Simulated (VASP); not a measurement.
# FeSi (scan) (P2_13) in VASP: further runs

FeSi (scan) is run at these levels: r2SCAN; tasks: single point.

All numbers are computed with VASP 6.6.1; they aren't measurements. Logs are shortened: lines on timing, memory, paths and dates and some standing lists are left out, and cuts for length are marked.

## (1) The cell of the first run

The structure is cubic, space group P2_13 (No. 198). The conventional cell has a = 4.447 Å, b = 4.447 Å, c = 4.447 Å, α = 90.00°, β = 90.00°, γ = 90.00°. Within 3.0 Å of Fe (site symmetry 3) lie 7 Si at 2.27 to 2.50 Å and 6 Fe at 2.73 Å. Si (site symmetry 3) has 7 Fe at 2.27 to 2.50 Å and 6 Si at 2.76 Å within 3.0 Å.

## (2) Single point, r2SCAN (volume scaled by 1.03, then relaxed in part)

POSCAR

```
FeSi
1.0
    4.4465414695      0.0000000000      0.0000000000
    0.0000000000      4.4465414695      0.0000000000
    0.0000000000      0.0000000000      4.4465414695
Fe Si
4 4
Direct
    0.1353789322      0.1353789322      0.1353789322
    0.3646210678      0.8646210678      0.6353789322
    0.6353789322      0.3646210678      0.8646210678
    0.8646210678      0.6353789322      0.3646210678
    0.8405096162      0.8405096162      0.8405096162
    0.6594903838      0.1594903838      0.3405096162
    0.3405096162      0.6594903838      0.1594903838
    0.1594903838      0.3405096162      0.6594903838
```

INCAR.step1

```
PREC = Accurate
ENCUT = 520
ISMEAR = 0
SIGMA = 0.02
LREAL = False
LASPH = True
NELM = 80
NBANDS = 34
GGA = PE
ALGO = Normal
EDIFF = 1E-4
LWAVE = True
LCHARG = False
```

INCAR.step2

```
PREC = Accurate
ENCUT = 520
EDIFF = 1E-7
ISMEAR = 0
SIGMA = 0.02
LREAL = False
LASPH = True
NELM = 80
ALGO = Normal
ISIF = 2
LWAVE = False
LCHARG = True
METAGGA = R2SCAN
LMIXTAU = True
LELF = True
LVHAR = True
NBANDS = 34
ISTART = 1
```

KPOINTS

```
Automatic mesh
0
Gamma
  8 8 8
```

Potentials or basis: VASP PAW PBE potentials, release 64 (Fe, Si).

Started as:

```bash
$ cat potpaw_PBE.64/Fe/POTCAR potpaw_PBE.64/Si/POTCAR > POTCAR
$ cp INCAR.step1 INCAR
$ mpirun -np 1 vasp_std > vasp.out
$ cp INCAR.step2 INCAR
$ mpirun -np 1 vasp_std > vasp.out
```

OUTCAR:

```text
PREC = Accurate
   ENCUT = 520
   EDIFF = 1E-7
   ISMEAR = 0
   LREAL = False
   LASPH = True
   NELM = 80
   ISIF = 2
   METAGGA = R2SCAN
   ISTART = 1

 ion  position               nearest neighbor table
   1  0.135  0.135  0.135-   5 2.27   6 2.31   7 2.31   8 2.31   6 2.50   8 2.50   7 2.50   3 2.73
                             4 2.73   2 2.73   2 2.73   4 2.73   3 2.73
   2  0.365  0.865  0.635-   6 2.27   5 2.31   7 2.31   8 2.31   7 2.50   5 2.50   8 2.50   1 2.73
                             1 2.73   3 2.73   3 2.73   4 2.73   4 2.73
   3  0.635  0.365  0.865-   7 2.27   6 2.31   5 2.31   8 2.31   8 2.50   6 2.50   5 2.50   1 2.73
                             4 2.73   2 2.73   2 2.73   4 2.73   1 2.73
   4  0.865  0.635  0.365-   8 2.27   6 2.31   7 2.31   5 2.31   5 2.50   7 2.50   6 2.50   1 2.73
                             3 2.73   2 2.73   1 2.73   2 2.73   3 2.73
   5  0.841  0.841  0.841-   1 2.27   2 2.31   3 2.31   4 2.31   2 2.50   4 2.50   3 2.50   6 2.76
                             7 2.76   8 2.76   6 2.76   8 2.76   7 2.76
   6  0.659  0.159  0.341-   2 2.27   1 2.31   3 2.31   4 2.31   3 2.50   1 2.50   4 2.50   8 2.76
                             5 2.76   5 2.76   7 2.76   7 2.76   8 2.76
   7  0.341  0.659  0.159-   3 2.27   2 2.31   1 2.31   4 2.31   4 2.50   2 2.50   1 2.50   8 2.76
                             5 2.76   8 2.76   6 2.76   6 2.76   5 2.76
   8  0.159  0.341  0.659-   4 2.27   2 2.31   3 2.31   1 2.31   1 2.50   3 2.50   2 2.50   7 2.76
                             5 2.76   7 2.76   5 2.76   6 2.76   6 2.76

  LATTYP: Found a simple cubic cell.
 ALAT       =     4.4465414695

  Lattice vectors:

 A1 = (   4.4465414695,   0.0000000000,   0.0000000000)
 A2 = (   0.0000000000,   4.4465414695,   0.0000000000)
 A3 = (   0.0000000000,   0.0000000000,   4.4465414695)

Analysis of symmetry for initial positions (statically):
=====================================================================
 Subroutine PRICEL returns:
 Original cell was already a primitive cell.

 Routine SETGRP: Setting up the symmetry group for a
 simple cubic supercell.

 Subroutine GETGRP returns: Found 12 space group operations
 (whereof  3 operations were pure point group operations)
 out of a pool of 48 trial point group operations.

The static configuration has the point symmetry C_3 .
 The point group associated with its full space group is T   .

Analysis of symmetry for dynamics (positions and initial velocities):
=====================================================================
 Subroutine PRICEL returns:
 Original cell was already a primitive cell.

 Routine SETGRP: Setting up the symmetry group for a
 simple cubic supercell.

 Subroutine GETGRP returns: Found 12 space group operations
 (whereof  3 operations were pure point group operations)
 out of a pool of 48 trial point group operations.

The dynamic configuration has the point symmetry C_3 .
 The point group associated with its full space group is T   .

 Subroutine INISYM returns: Found 12 space group operations
 (whereof  3 operations are pure point group operations),
 and found     1 'primitive' translations

----------------------------------------------------------------------------------------

                                     Primitive cell

  volume of cell :      87.9158

  direct lattice vectors                    reciprocal lattice vectors
     4.446541469  0.000000000  0.000000000     0.224893888  0.000000000  0.000000000
     0.000000000  4.446541469  0.000000000     0.000000000  0.224893888  0.000000000
     0.000000000  0.000000000  4.446541469     0.000000000  0.000000000  0.224893888

  length of vectors
     4.446541469  4.446541469  4.446541469     0.224893888  0.224893888  0.224893888

  position of ions in fractional coordinates (direct lattice)
     0.135378932  0.135378932  0.135378932
     0.364621068  0.864621068  0.635378932
     0.635378932  0.364621068  0.864621068
     0.864621068  0.635378932  0.364621068
     0.840509616  0.840509616  0.840509616
     0.659490384  0.159490384  0.340509616
     0.340509616  0.659490384  0.159490384
     0.159490384  0.340509616  0.659490384

  ion indices of the primitive-cell ions
   primitive index   ion index
                 1           1
                 2           2
                 3           3
                 4           4
                 5           5
                 6           6
                 7           7
                 8           8

----------------------------------------------------------------------------------------

 KPOINTS: Automatic mesh

Automatic generation of k-mesh.
 Grid dimensions read from file:
 generate k-points for:    8    8    8

 Generating k-lattice:

  Cartesian coordinates                     Fractional coordinates (reciprocal lattice)
     0.028111736  0.000000000  0.000000000     0.125000000  0.000000000  0.000000000
     0.000000000  0.028111736  0.000000000     0.000000000  0.125000000  0.000000000
     0.000000000  0.000000000  0.028111736     0.000000000  0.000000000  0.125000000

  Length of vectors
     0.028111736  0.028111736  0.028111736

  Shift w.r.t. Gamma in fractional coordinates (k-lattice)
     0.000000000  0.000000000  0.000000000

 Subroutine IBZKPT returns following result:
 ===========================================

 Found     45 irreducible k-points:

 Following reciprocal coordinates:
            Coordinates               Weight
  0.000000  0.000000  0.000000      1.000000
  0.125000  0.000000  0.000000      6.000000
  0.250000  0.000000  0.000000      6.000000
  0.375000  0.000000  0.000000      6.000000
  0.500000  0.000000  0.000000      3.000000
  0.125000  0.125000  0.000000     12.000000
[... 16 lines left out ...]
  0.250000  0.125000  0.125000     24.000000
  0.375000  0.125000  0.125000     24.000000
 [... further k-points ...]
   k-points           NKPTS =     45   k-points in BZ     NKDIM =     45   number of bands    NBANDS=     34
   number of dos      NEDOS =    301   number of ions     NIONS =      8
   total plane-waves  NPLWV =  46656
   dimension x,y,z NGX =    36 NGY =   36 NGZ =   36
   dimension x,y,z NGXF=    72 NGYF=   72 NGZF=   72
   ions per type =               4   4
   NGX,Y,Z   is equivalent  to a cutoff of  13.46, 13.46, 13.46 a.u.
   NGXF,Y,Z  is equivalent  to a cutoff of  26.92, 26.92, 26.92 a.u.
 SYSTEM =  unknown system
   PREC   = accura    normal or accurate (medium, high low for compatibility)
   ISTART =      1    job   : 0-new  1-cont  2-samecut
   ICHARG =      0    charge: 1-file 2-atom 10-const
   ISPIN  =      1    spin polarized calculation?
   LNONCOLLINEAR =      F non collinear calculations
   LSORBIT =      F    spin-orbit coupling
   LASPH  =      T    aspherical Exc in radial PAW
   ENCUT  =  520.0 eV  38.22 Ry    6.18 a.u.   8.27  8.27  8.27*2*pi/ulx,y,z
   NELM   =     80;   NELMIN=  2; NELMDL=  0     # of ELM steps
   EDIFF  = 0.1E-06   stopping-criterion for ELM
   LREAL  =      F    real-space projection
   EDIFFG = 0.1E-05   stopping-criterion for IOM
   NSW    =      0    number of steps for IOM
   IBRION =     -1    ionic relax: 0-MD 1-quasi-New 2-CG
   NFREE  =      0    steps in history (QN), initial steepest desc. (CG)
   ISIF   =      2    stress and relaxation
   ISYM   =      2    0-nonsym 1-usesym 2-fastsym
   POTIM  = 0.5000    time-step for ionic-motion
   TEBEG  =    0.0;   TEEND  =   0.0 temperature during run
   PSTRESS=    0.0 pullay stress
   NELECT =      48.0000    total number of electrons
   NUPDOWN=      -1.0000    fix difference up-down
   EMIN   =  10.00;   EMAX   =-10.00  energy-range for DOS
   EFERMI =   0.00;   METHOD = LEGACY
   ISMEAR =     0;   SIGMA  =   0.02  broadening in eV -4-tet -1-fermi 0-gaus
   EFERMI_NEDOS =   21; number of points for ismear=-14 and -15
   IALGO  =     38    algorithm
   IMIX   =      4    mixing-type and parameters
     AMIX     =   0.40;   BMIX     =  1.00
     AMIX_MAG =   1.60;   BMIX_MAG =  1.00
  volume/ion in A,a.u.               =      10.99        74.16
  Fermi-wavevector in a.u.,A,eV,Ry     =   1.338031  2.528512 24.358883  1.790327
  Thomas-Fermi vector in A             =   2.466533
   LORBIT       =      0    0 simple, 1 ext, 2 COOP (PROOUT), +10 PAW based schemes
   METAGGA = R2SCAN    functional components
   LHFCALC =     F    Hartree Fock is set to
   AEXX    =    0.0000 exact exchange contribution
   IVDW    =     0    specifies the selected vdW correction
   LEPSILON=     F    determine dielectric tensor
   LRPA    =     F    only Hartree local field effects (RPA)
 non-spin polarized calculation
 Gauss-broadening in eV      SIGMA  =   0.02
  energy-cutoff  :      520.00
  volume of cell :       87.92
 maximum number of plane-waves:      2392
 NGX is ok and might be reduce to    36
   NGX = 17   NGY = 17   NGZ = 17

 number of electron      48.0000005 magnetization

 Free energy of the ion-electron system (eV)
  ---------------------------------------------------
  ext. energy  EPLUGINS =         0.00000000
  ---------------------------------------------------
  free energy    TOTEN  =       -94.71459984 eV

  energy without entropy =      -94.71459984  energy(sigma->0) =      -94.71459984

 E-fermi :   9.7325     XC(G=0): -13.8137

 val. band max:        9.6108626170   @ k =   0.3750   0.0000   0.0000
 cond. band min:       9.9427315188   @ k =   0.3750   0.1250   0.0000
 fundamental gap:      0.3318689018
 Fermi energy:         9.7325236053

 k-point     1 :       0.0000    0.0000    0.0000
  band No.  band energies     occupation
      1      -4.3327      2.00000
      2       1.3528      2.00000
      3       1.3528      2.00000
      4       1.3528      2.00000
      5       4.2754      2.00000
      6       4.2754      2.00000
[... 26 lines left out ...]
     33      14.1351      0.00000
     34      14.1352      0.00000

 k-point     2 :       0.1250    0.0000    0.0000
  band No.  band energies     occupation
      1      -4.2101      2.00000
      2       0.5390      2.00000
      3       1.4258      2.00000
      4       1.9611      2.00000
      5       3.7745      2.00000
      6       4.3522      2.00000
[... 26 lines left out ...]
     33      14.2764      0.00000
     34      14.3908      0.00000

 k-point     3 :       0.2500    0.0000    0.0000
  band No.  band energies     occupation
      1      -3.8464      2.00000
      2      -0.4615      2.00000
      3       1.6396      2.00000
      4       2.4593      2.00000
      5       3.4804      2.00000
      6       4.5220      2.00000
[... 26 lines left out ...]
     33      14.5640      0.00000
     34      14.6214      0.00000

 k-point     4 :       0.3750    0.0000    0.0000
  band No.  band energies     occupation
      1      -3.2546      2.00000
      2      -1.5032      2.00000
      3       1.9765      2.00000
      4       2.6975      2.00000
      5       3.4433      2.00000
      6       4.4365      2.00000
[... 26 lines left out ...]
     33      14.8549      0.00000
     34      14.9367      0.00000

 k-point     5 :       0.5000    0.0000    0.0000
  band No.  band energies     occupation
      1      -2.4592      2.00000
      2      -2.4592      2.00000
      3       2.3883      2.00000
      4       2.3883      2.00000
      5       3.9070      2.00000
      6       3.9070      2.00000
[... 621 lines left out ...]
 k-point    22 :       0.1250    0.1250    0.1250
  band No.  band energies     occupation
      1      -3.9669      2.00000
      2       0.2802      2.00000
      3       0.9751      2.00000
      4       2.2473      2.00000
      5       3.7043      2.00000
      6       4.4667      2.00000
[... 26 lines left out ...]
     33      14.0911      0.00000
     34      14.6188      0.00000

 k-point    23 :       0.2500    0.1250    0.1250
  band No.  band energies     occupation
      1      -3.6073      2.00000
      2      -0.3587      2.00000
      3       1.0176      2.00000
      4       2.3810      2.00000
      5       3.5004      2.00000
      6       4.3062      2.00000
[... 26 lines left out ...]
     33      14.3936      0.00000
     34      14.6217      0.00000

 k-point    24 :       0.3750    0.1250    0.1250
  band No.  band energies     occupation
      1      -3.0231      2.00000
      2      -1.3146      2.00000
      3       1.3827      2.00000
      4       2.3814      2.00000
      5       3.2595      2.00000
      6       4.0615      2.00000
[... 26 lines left out ...]
     33      14.1440      0.00000
     34      14.8964      0.00000

 [... further k-points ...]
[... 5 lines left out ...]
  --------------------------------------------------------------------------------------
  -------------------------------------------------------------------------------------
  Total       -3.4779771     -3.4779771     -3.4779771      0.0000000      0.0000000      0.0000000
  in kB      -63.3826297    -63.3826297    -63.3826297      0.0000000      0.0000000      0.0000000
  external PRESSURE =     -63.3826297 kB  Pullay stress =       0.0000000 kB

 VOLUME and BASIS-vectors are now :
 -----------------------------------------------------------------------------
  energy-cutoff  :      520.00
  volume of cell :       87.92
      direct lattice vectors                 reciprocal lattice vectors
     4.446541469  0.000000000  0.000000000     0.224893888  0.000000000  0.000000000
     0.000000000  4.446541469  0.000000000     0.000000000  0.224893888  0.000000000
     0.000000000  0.000000000  4.446541469     0.000000000  0.000000000  0.224893888

 POSITION                                       TOTAL-FORCE (eV/Angst)
 -----------------------------------------------------------------------------------
      0.60197      0.60197      0.60197         0.018984      0.018984      0.018984
      1.62130      3.84457      2.82524        -0.018984     -0.018984      0.018984
      2.82524      1.62130      3.84457         0.018984     -0.018984     -0.018984
      3.84457      2.82524      1.62130        -0.018984      0.018984     -0.018984
      3.73736      3.73736      3.73736         0.001824      0.001824      0.001824
      2.93245      0.70918      1.51409        -0.001824     -0.001824      0.001824
      1.51409      2.93245      0.70918         0.001824     -0.001824     -0.001824
      0.70918      1.51409      2.93245        -0.001824      0.001824     -0.001824
 -----------------------------------------------------------------------------------
    total drift:                               -0.000001     -0.000001     -0.000000

  FREE ENERGIE OF THE ION-ELECTRON SYSTEM (eV)
  ---------------------------------------------------
  free  energy   TOTEN  =       -94.7145998403 eV

  energy  without entropy=      -94.7145998403  energy(sigma->0) =      -94.71459984
```

Run time: 4.9 min. Hardware: 1 thread of Intel Xeon 6975P-C (Granite Rapids), shared host; peak memory 0.28 GiB.

What came out:

```yaml
Free_energy: -94.7146 eV
Pressure: -6.3 GPa
Largest_force: 0.033 eV/Å
Band_gap_on_the_k_mesh: 0.33 eV, indirect (least direct gap 0.34 eV)
```

Forces on the atoms (eV/Å):
```
Fe   0.019  0.019  0.019
Fe  -0.019 -0.019  0.019
Fe   0.019 -0.019 -0.019
Fe  -0.019  0.019 -0.019
Si   0.002  0.002  0.002
Si  -0.002 -0.002  0.002
Si   0.002 -0.002 -0.002
Si  -0.002  0.002 -0.002
```

Levels at points of the mesh, in eV from the valence-band top:
```
           k point  band 22  band 23  band 24  band 25  band 26  band 27
(0.00, 0.00, 0.00)    -0.36    -0.10    -0.10     0.82     0.82     0.82
(0.50, 0.00, 0.00)    -0.46    -0.05    -0.05     0.38     0.38     1.91
(0.50, 0.50, 0.00)    -1.06    -0.42    -0.42     0.80     0.80     1.51
(0.50, 0.50, 0.50)    -0.75    -0.75    -0.75     0.72     0.72     0.72
```

Caveat: the PAW data sets were made with another functional, which shifts forces and pressure a little. Spin polarisation is off, so any magnetic state and its effect on volume and gap are missing.

## (3) Single point, r2SCAN (volume scaled by 1.06, then relaxed in part)

POSCAR

```
FeSi
1.0
    4.4892992990      0.0000000000      0.0000000000
    0.0000000000      4.4892992990      0.0000000000
    0.0000000000      0.0000000000      4.4892992990
Fe Si
4 4
Direct
    0.1339418063      0.1339418063      0.1339418063
    0.3660581937      0.8660581937      0.6339418063
    0.6339418063      0.3660581937      0.8660581937
    0.8660581937      0.6339418063      0.3660581937
    0.8398372590      0.8398372590      0.8398372590
    0.6601627410      0.1601627410      0.3398372590
    0.3398372590      0.6601627410      0.1601627410
    0.1601627410      0.3398372590      0.6601627410
```

INCAR.step1

```
  PREC = Accurate
  ENCUT = 520
  ISMEAR = 0
  SIGMA = 0.02
  LREAL = F
  LASPH = T
  NELM = 60
  NBANDS = 34
  GGA = PE
  ALGO = Normal
  EDIFF = 1E-4
  LWAVE = T
  LCHARG = F
```

INCAR.step2

```
  PREC = Accurate
  ENCUT = 520
  EDIFF = 1E-7
  ISMEAR = 0
  SIGMA = 0.02
  LREAL = F
  LASPH = T
  NELM = 60
  ALGO = Normal
  ISIF = 2
  LWAVE = F
  LCHARG = F
  METAGGA = R2SCAN
  LMIXTAU = T
  NBANDS = 34
  ISTART = 1
```

KPOINTS is that of step 2.

Potentials or basis: VASP PAW PBE potentials, release 64 (Fe, Si).

Started as:

```bash
$ cat potpaw_PBE.64/Fe/POTCAR potpaw_PBE.64/Si/POTCAR > POTCAR
$ cp INCAR.step1 INCAR
$ mpirun -np 1 vasp_std > vasp.out
$ cp INCAR.step2 INCAR
$ mpirun -np 1 vasp_std > vasp.out
```

Run time: 4 min. Hardware: 1 thread of Intel Xeon 6975P-C (Granite Rapids), shared host; peak memory 0.28 GiB.

Results (log left out):

| Item | Value |
| --- | --- |
| Free energy | -94.5656 eV |
| Pressure | -12.0 GPa |
| Largest force | 0.030 eV/Å |
| Band gap on the k mesh | 0.34 eV, indirect (the least direct gap lies 3.7 meV higher) |

Forces in eV/Å, atoms in the order of the input:
```
Fe   0.017  0.017  0.017
Fe  -0.017 -0.017  0.017
Fe   0.017 -0.017 -0.017
Fe  -0.017  0.017 -0.017
Si   0.001  0.001  0.001
Si  -0.001 -0.001  0.001
Si   0.001 -0.001 -0.001
Si  -0.001  0.001 -0.001
```

Levels at points of the mesh, in eV from the valence-band top:
| k point | band 21 | band 22 | band 23 | band 24 | band 25 | band 26 | band 27 | band 28 |
| --- | --- | --- | --- | --- | --- | --- | --- | --- |
| (0.00, 0.00, 0.00) | -0.35 | -0.35 | -0.09 | -0.09 | 0.80 | 0.80 | 0.80 | 3.13 |
| (0.50, 0.00, 0.00) | -0.44 | -0.44 | -0.05 | -0.05 | 0.38 | 0.38 | 1.86 | 1.86 |
| (0.50, 0.50, 0.00) | -1.02 | -1.02 | -0.40 | -0.40 | 0.78 | 0.78 | 1.46 | 1.46 |
| (0.50, 0.50, 0.50) | -0.71 | -0.71 | -0.71 | -0.71 | 0.71 | 0.71 | 0.71 | 0.71 |

Caveat: the PAW data sets were made with another functional, which shifts forces and pressure a little. A k mesh can miss the band edges.

[end of part 1 of 2]
